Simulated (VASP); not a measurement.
# InSe (P6_3/mmc) in VASP: a series of runs

InSe is run at these levels: PBE; tasks: single point.

All numbers are computed with VASP 6.6.1; they aren't measurements. Logs are shortened: lines on timing, memory, paths and dates and some standing lists are left out, and cuts for length are marked.

### Step 1. The cell of the first run

The structure is hexagonal, space group P6_3/mmc (No. 194). Conventional cell: a = 4.087 Å, b = 4.087 Å, c = 18.621 Å, α = 90.00°, β = 90.00°, γ = 120.00°. Within 3.5 Å of In (site symmetry 3m) lie 3 Se at 2.68 Å and 1 In at 2.83 Å. Se (site symmetry 3m) has 3 In at 2.68 Å within 3.5 Å.

### Step 2. Single point, PBE

File INCAR:

```
PREC = Accurate ; ENCUT = 500
EDIFF = 1E-6 ; ISMEAR = 0
SIGMA = 0.01 ; LREAL = F
LASPH = T ; NELM = 120
ALGO = Normal ; ISIF = 2
LWAVE = F ; LCHARG = F
GGA = PE ; NBANDS = 48
GGA_COMPAT = F
```

File KPOINTS:

```
Automatic mesh
0
Gamma
  12 12 2
```

File POSCAR:

```
InSe
1.0
    4.0873882228      0.0000000000      0.0000000000
   -2.0436941114      3.5397820361      0.0000000000
    0.0000000000      0.0000000000     18.6206847087
In Se
4 4
Direct
    0.3333333333      0.6666666667      0.1741187883
    0.6666666667      0.3333333333      0.6741187883
    0.3333333333      0.6666666667      0.3258812117
    0.6666666667      0.3333333333      0.8258812117
    0.3333333333      0.6666666667      0.6057539839
    0.6666666667      0.3333333333      0.1057539839
    0.3333333333      0.6666666667      0.8942460161
    0.6666666667      0.3333333333      0.3942460161
```

Potentials or basis: VASP PAW PBE potentials, release 64 (In_d, Se).

Launch:

```
$ cat potpaw_PBE.64/In_d/POTCAR potpaw_PBE.64/Se/POTCAR > POTCAR
$ mpirun -np 1 vasp_std > vasp.out
```

OUTCAR:

```text
PREC = Accurate
   ENCUT = 500
   EDIFF = 1E-6
   ISMEAR = 0
   LREAL = F
   LASPH = T
   NELM = 120
   ISIF = 2
   GGA = PE

 ion  position               nearest neighbor table
   1  0.333  0.667  0.174-   6 2.68   6 2.68   6 2.68   3 2.83
   2  0.667  0.333  0.674-   5 2.68   5 2.68   5 2.68   4 2.83
   3  0.333  0.667  0.326-   8 2.68   8 2.68   8 2.68   1 2.83
   4  0.667  0.333  0.826-   7 2.68   7 2.68   7 2.68   2 2.83
   5  0.333  0.667  0.606-   2 2.68   2 2.68   2 2.68
   6  0.667  0.333  0.106-   1 2.68   1 2.68   1 2.68
   7  0.333  0.667  0.894-   4 2.68   4 2.68   4 2.68
   8  0.667  0.333  0.394-   3 2.68   3 2.68   3 2.68

  LATTYP: Found a hexagonal cell.
 ALAT       =     4.0873882228
 C/A-ratio  =     4.5556437739

  Lattice vectors:

 A1 = (   4.0873882228,   0.0000000000,   0.0000000000)
 A2 = (  -2.0436941114,   3.5397820361,   0.0000000000)
 A3 = (   0.0000000000,   0.0000000000,  18.6206847087)

Analysis of symmetry for initial positions (statically):
=====================================================================
 Subroutine PRICEL returns:
 Original cell was already a primitive cell.

 Routine SETGRP: Setting up the symmetry group for a
 hexagonal supercell.

 Subroutine GETGRP returns: Found 24 space group operations
 (whereof 12 operations were pure point group operations)
 out of a pool of 24 trial point group operations.

The static configuration has the point symmetry D_3d.
 The point group associated with its full space group is D_6h.

Analysis of symmetry for dynamics (positions and initial velocities):
=====================================================================
 Subroutine PRICEL returns:
 Original cell was already a primitive cell.

 Routine SETGRP: Setting up the symmetry group for a
 hexagonal supercell.

 Subroutine GETGRP returns: Found 24 space group operations
 (whereof 12 operations were pure point group operations)
 out of a pool of 24 trial point group operations.

The dynamic configuration has the point symmetry D_3d.
 The point group associated with its full space group is D_6h.

 Subroutine INISYM returns: Found 24 space group operations
 (whereof 12 operations are pure point group operations),
 and found     1 'primitive' translations

----------------------------------------------------------------------------------------

                                     Primitive cell

  volume of cell :     269.4127

  direct lattice vectors                    reciprocal lattice vectors
     4.087388223  0.000000000  0.000000000     0.244655008  0.141251635  0.000000000
    -2.043694111  3.539782036  0.000000000     0.000000000  0.282503270  0.000000000
     0.000000000  0.000000000 18.620684709     0.000000000  0.000000000  0.053703718

  length of vectors
     4.087388223  4.087388223 18.620684709     0.282503270  0.282503270  0.053703718

  position of ions in fractional coordinates (direct lattice)
     0.333333333  0.666666667  0.174118788
     0.666666667  0.333333333  0.674118788
     0.333333333  0.666666667  0.325881212
     0.666666667  0.333333333  0.825881212
     0.333333333  0.666666667  0.605753984
     0.666666667  0.333333333  0.105753984
     0.333333333  0.666666667  0.894246016
     0.666666667  0.333333333  0.394246016

  ion indices of the primitive-cell ions
   primitive index   ion index
                 1           1
                 2           2
                 3           3
                 4           4
                 5           5
                 6           6
                 7           7
                 8           8

----------------------------------------------------------------------------------------

 KPOINTS: Automatic mesh

Automatic generation of k-mesh.
 Grid dimensions read from file:
 generate k-points for:   12   12    2

 Generating k-lattice:

  Cartesian coordinates                     Fractional coordinates (reciprocal lattice)
     0.020387917  0.011770970  0.000000000     0.083333333  0.000000000  0.000000000
     0.000000000  0.023541939  0.000000000     0.000000000  0.083333333  0.000000000
     0.000000000  0.000000000  0.026851859     0.000000000  0.000000000  0.500000000

  Length of vectors
     0.023541939  0.023541939  0.026851859

  Shift w.r.t. Gamma in fractional coordinates (k-lattice)
     0.000000000  0.000000000  0.000000000

 Subroutine IBZKPT returns following result:
 ===========================================

 Found     38 irreducible k-points:

 Following reciprocal coordinates:
            Coordinates               Weight
  0.000000  0.000000  0.000000      1.000000
  0.083333 -0.000000  0.000000      6.000000
  0.166667 -0.000000  0.000000      6.000000
  0.250000 -0.000000  0.000000      6.000000
  0.333333 -0.000000  0.000000      6.000000
  0.416667 -0.000000  0.000000      6.000000
[... 16 lines left out ...]
  0.250000 -0.000000  0.500000      6.000000
  0.333333 -0.000000  0.500000      6.000000
 [... further k-points ...]
   k-points           NKPTS =     38   k-points in BZ     NKDIM =     38   number of bands    NBANDS=     48
   number of dos      NEDOS =    301   number of ions     NIONS =      8
   total plane-waves  NPLWV = 126000
   dimension x,y,z NGX =    30 NGY =   30 NGZ =  140
   dimension x,y,z NGXF=    60 NGYF=   60 NGZF=  280
   ions per type =               4   4
   NGX,Y,Z   is equivalent  to a cutoff of  12.20, 12.20, 12.50 a.u.
   NGXF,Y,Z  is equivalent  to a cutoff of  24.40, 24.40, 25.00 a.u.
 SYSTEM =  unknown system
   PREC   = accura    normal or accurate (medium, high low for compatibility)
   ISTART =      0    job   : 0-new  1-cont  2-samecut
   ICHARG =      2    charge: 1-file 2-atom 10-const
   ISPIN  =      1    spin polarized calculation?
   LNONCOLLINEAR =      F non collinear calculations
   LSORBIT =      F    spin-orbit coupling
   LASPH  =      T    aspherical Exc in radial PAW
   ENCUT  =  500.0 eV  36.75 Ry    6.06 a.u.   7.45  7.45 33.95*2*pi/ulx,y,z
   NELM   =    120;   NELMIN=  2; NELMDL= -5     # of ELM steps
   EDIFF  = 0.1E-05   stopping-criterion for ELM
   LREAL  =      F    real-space projection
   EDIFFG = 0.1E-04   stopping-criterion for IOM
   NSW    =      0    number of steps for IOM
   IBRION =     -1    ionic relax: 0-MD 1-quasi-New 2-CG
   NFREE  =      0    steps in history (QN), initial steepest desc. (CG)
   ISIF   =      2    stress and relaxation
   ISYM   =      2    0-nonsym 1-usesym 2-fastsym
   POTIM  = 0.5000    time-step for ionic-motion
   TEBEG  =    0.0;   TEEND  =   0.0 temperature during run
   PSTRESS=    0.0 pullay stress
   NELECT =      76.0000    total number of electrons
   NUPDOWN=      -1.0000    fix difference up-down
   EMIN   =  10.00;   EMAX   =-10.00  energy-range for DOS
   EFERMI =   0.00;   METHOD = LEGACY
   ISMEAR =     0;   SIGMA  =   0.01  broadening in eV -4-tet -1-fermi 0-gaus
   EFERMI_NEDOS =   21; number of points for ismear=-14 and -15
   IALGO  =     38    algorithm
   IMIX   =      4    mixing-type and parameters
     AMIX     =   0.40;   BMIX     =  1.00
     AMIX_MAG =   1.60;   BMIX_MAG =  1.00
  volume/ion in A,a.u.               =      33.68       227.26
  Fermi-wavevector in a.u.,A,eV,Ry     =   1.073676  2.028954 15.684533  1.152781
  Thomas-Fermi vector in A             =   2.209483
   LORBIT       =      0    0 simple, 1 ext, 2 COOP (PROOUT), +10 PAW based schemes
   GGA     = PE    functional components
   LHFCALC =     F    Hartree Fock is set to
   AEXX    =    0.0000 exact exchange contribution
   IVDW    =     0    specifies the selected vdW correction
   LEPSILON=     F    determine dielectric tensor
   LRPA    =     F    only Hartree local field effects (RPA)
 non-spin polarized calculation
 Gauss-broadening in eV      SIGMA  =   0.01
  energy-cutoff  :      500.00
  volume of cell :      269.41
 maximum number of plane-waves:      6895
 NGX is ok and might be reduce to    30
   NGX = 15   NGY = 15   NGZ = 67

 number of electron      76.0000029 magnetization

 Free energy of the ion-electron system (eV)
  ---------------------------------------------------
  ext. energy  EPLUGINS =         0.00000000
  ---------------------------------------------------
  free energy    TOTEN  =       -28.45102079 eV

  energy without entropy =      -28.45102079  energy(sigma->0) =      -28.45102079

 E-fermi :   2.5775     XC(G=0):  -8.1572

 val. band max:        2.5109811598   @ k =   0.0000   0.0000   0.0000
 cond. band min:       3.2669172369   @ k =   0.0000   0.0000   0.0000
 fundamental gap:      0.7559360770
 Fermi energy:         2.5774820738

 k-point     1 :       0.0000    0.0000    0.0000
  band No.  band energies     occupation
      1     -11.8709      2.00000
      2     -11.8709      2.00000
      3     -11.7009      2.00000
      4     -11.7009      2.00000
      5     -11.7009      2.00000
      6     -11.7009      2.00000
[... 40 lines left out ...]
     47       8.2567      0.00000
     48       8.2750      0.00000

 k-point     2 :       0.0833   -0.0000    0.0000
  band No.  band energies     occupation
      1     -11.8706      2.00000
      2     -11.8705      2.00000
      3     -11.7210      2.00000
      4     -11.7206      2.00000
      5     -11.6999      2.00000
      6     -11.6998      2.00000
[... 40 lines left out ...]
     47       7.8913      0.00000
     48       8.0443      0.00000

 k-point     3 :       0.1667   -0.0000    0.0000
  band No.  band energies     occupation
      1     -11.8727      2.00000
      2     -11.8726      2.00000
      3     -11.7669      2.00000
      4     -11.7658      2.00000
      5     -11.7056      2.00000
      6     -11.7042      2.00000
[... 40 lines left out ...]
     47       7.2894      0.00000
     48       7.5377      0.00000

 k-point     4 :       0.2500   -0.0000    0.0000
  band No.  band energies     occupation
      1     -11.8900      2.00000
      2     -11.8894      2.00000
      3     -11.8048      2.00000
      4     -11.8037      2.00000
      5     -11.7698      2.00000
      6     -11.7681      2.00000
[... 958 lines left out ...]
     47       7.4153      0.00000
     48       7.4153      0.00000

 k-point    23 :       0.2500   -0.0000    0.5000
  band No.  band energies     occupation
      1     -11.8897      2.00000
      2     -11.8897      2.00000
      3     -11.8043      2.00000
      4     -11.8043      2.00000
      5     -11.7690      2.00000
      6     -11.7690      2.00000
[... 40 lines left out ...]
     47       7.3585      0.00000
     48       7.3585      0.00000

 k-point    24 :       0.3333   -0.0000    0.5000
  band No.  band energies     occupation
      1     -11.9254      2.00000
      2     -11.9254      2.00000
      3     -11.8236      2.00000
      4     -11.8236      2.00000
      5     -11.8156      2.00000
      6     -11.8156      2.00000
[... 40 lines left out ...]
     47       7.3681      0.00000
     48       7.3681      0.00000

 [... further k-points ...]
[... 5 lines left out ...]
  --------------------------------------------------------------------------------------
  -------------------------------------------------------------------------------------
  Total        0.0458739      0.0458739      0.0391266      0.0000000      0.0000000      0.0000000
  in kB        0.2728085      0.2728085      0.2326827      0.0000000      0.0000000      0.0000000
  external PRESSURE =       0.2594333 kB  Pullay stress =       0.0000000 kB

 VOLUME and BASIS-vectors are now :
 -----------------------------------------------------------------------------
  energy-cutoff  :      500.00
  volume of cell :      269.41
      direct lattice vectors                 reciprocal lattice vectors
     4.087388223  0.000000000  0.000000000     0.244655008  0.141251635  0.000000000
    -2.043694111  3.539782036  0.000000000     0.000000000  0.282503270  0.000000000
     0.000000000  0.000000000 18.620684709     0.000000000  0.000000000  0.053703718

 POSITION                                       TOTAL-FORCE (eV/Angst)
 -----------------------------------------------------------------------------------
     -0.00000      2.35985      3.24221        -0.000000     -0.000000      0.013693
      2.04369      1.17993     12.55255        -0.000000      0.000000      0.013693
     -0.00000      2.35985      6.06813         0.000000     -0.000000     -0.013693
      2.04369      1.17993     15.37847         0.000000      0.000000     -0.013693
     -0.00000      2.35985     11.27955        -0.000000      0.000000     -0.013240
      2.04369      1.17993      1.96921         0.000000      0.000000     -0.013240
     -0.00000      2.35985     16.65147        -0.000000     -0.000000      0.013240
      2.04369      1.17993      7.34113         0.000000      0.000000      0.013240
 -----------------------------------------------------------------------------------
    total drift:                               -0.000000      0.000000     -0.000000

  FREE ENERGIE OF THE ION-ELECTRON SYSTEM (eV)
  ---------------------------------------------------
  free  energy   TOTEN  =       -28.4510207910 eV

  energy  without entropy=      -28.4510207910  energy(sigma->0) =      -28.45102079
```

It took 4.9 min on 1 thread of Intel Xeon 6975P-C (Granite Rapids), shared host; peak memory 0.55 GiB.

Results:

| Quantity | Value |
| --- | --- |
| Free energy | -28.4510 eV |
| Pressure | 0.0 GPa |
| Largest force | 0.014 eV/Å |
| Band gap on the k mesh | 0.76 eV |

Forces in eV/Å, atoms in the order of the input:
```
In   0.000  0.000  0.014
In   0.000  0.000  0.014
In   0.000  0.000 -0.014
In   0.000  0.000 -0.014
Se   0.000  0.000 -0.013
Se   0.000  0.000 -0.013
Se   0.000  0.000  0.013
Se   0.000  0.000  0.013
```

Levels at points of the mesh, in eV from the valence-band top:
```csv
k point,band 34,band 35,band 36,band 37,band 38,band 39,band 40,band 41,band 42,band 43
"(0.00, 0.00, 0.00)",-0.88,-0.85,-0.85,-0.76,0.00,0.76,1.43,2.27,2.30,4.51
"(0.50, 0.00, 0.00)",-1.79,-1.77,-1.72,-1.35,-1.15,1.66,1.78,1.99,2.07,3.71
"(0.00, 0.00, 0.50)",-0.86,-0.86,-0.86,-0.44,-0.44,1.16,1.16,2.29,2.29,4.53
"(0.50, 0.00, 0.50)",-1.86,-1.75,-1.75,-1.25,-1.25,1.82,1.82,1.92,1.92,3.84
```

Caveat: spin-orbit coupling is left out, which moves the levels of the heavy elements; this functional lacks dispersion, which binds layers or chains, so the pressure and a relaxed spacing across them are unreliable. A k mesh can miss the band edges.

### Step 3. Single point, PBE

This run uses another cell than the first one, of 33.82 Å³/atom.

File INCAR:

```
PREC = Accurate ; ENCUT = 520
EDIFF = 1E-6 ; ISMEAR = 0
SIGMA = 0.02 ; LREAL = F
LASPH = T ; NELM = 60
ALGO = Normal ; ISIF = 2
LWAVE = F ; LCHARG = F
GGA = PE ; NBANDS = 48
```

File KPOINTS:

```
regular mesh
0
Gamma
  12 12 2
```

File POSCAR:

```
InSe
1.0
    4.0862766340      0.0000000000      0.0000000000
   -2.0431383170      3.5388193720      0.0000000000
    0.0000000000      0.0000000000     18.7098134137
In Se
4 4
Direct
    0.3333333333      0.6666666667      0.1745454330
    0.6666666667      0.3333333333      0.6745454330
    0.3333333333      0.6666666667      0.3254545670
    0.6666666667      0.3333333333      0.8254545670
    0.3333333333      0.6666666667      0.6065304898
    0.6666666667      0.3333333333      0.1065304898
    0.3333333333      0.6666666667      0.8934695102
    0.6666666667      0.3333333333      0.3934695102
```

Potentials or basis: VASP PAW PBE potentials, release 64 (In_d, Se).

Launch:

```
$ cat potpaw_PBE.64/In_d/POTCAR potpaw_PBE.64/Se/POTCAR > POTCAR
$ mpirun -np 1 vasp_std > vasp.out
```

Run time: 7 min. Hardware: 1 thread of Intel Xeon Platinum 8488C (Sapphire Rapids), shared host; peak memory 0.56 GiB.

Results (log left out):

| Item | Value |
| --- | --- |
| Free energy | -28.4508 eV |
| Pressure | 0.1 GPa |
| Largest force | 0.021 eV/Å |
| Band gap on the k mesh | 0.79 eV |

Forces on the atoms (eV/Å):
```
In   0.000  0.000  0.009
In   0.000  0.000  0.009
In   0.000  0.000 -0.009
In   0.000  0.000 -0.009
Se   0.000  0.000 -0.021
Se   0.000  0.000 -0.021
Se   0.000  0.000  0.021
Se   0.000  0.000  0.021
```

Levels at points of the mesh, in eV from the valence-band top:
| k point | band 36 | band 37 | band 38 | band 39 | band 40 | band 41 |
| --- | --- | --- | --- | --- | --- | --- |
| (0.00, 0.00, 0.00) | -0.83 | -0.73 | 0.00 | 0.79 | 1.44 | 2.28 |
| (0.50, 0.00, 0.00) | -1.71 | -1.33 | -1.14 | 1.69 | 1.80 | 2.00 |
| (0.00, 0.00, 0.50) | -0.84 | -0.42 | -0.42 | 1.17 | 1.17 | 2.30 |
| (0.50, 0.00, 0.50) | -1.74 | -1.24 | -1.24 | 1.84 | 1.84 | 1.94 |

Caveat: spin-orbit coupling is left out, which moves the levels of the heavy elements; this functional lacks dispersion, which binds layers or chains, so the pressure and a relaxed spacing across them are unreliable.
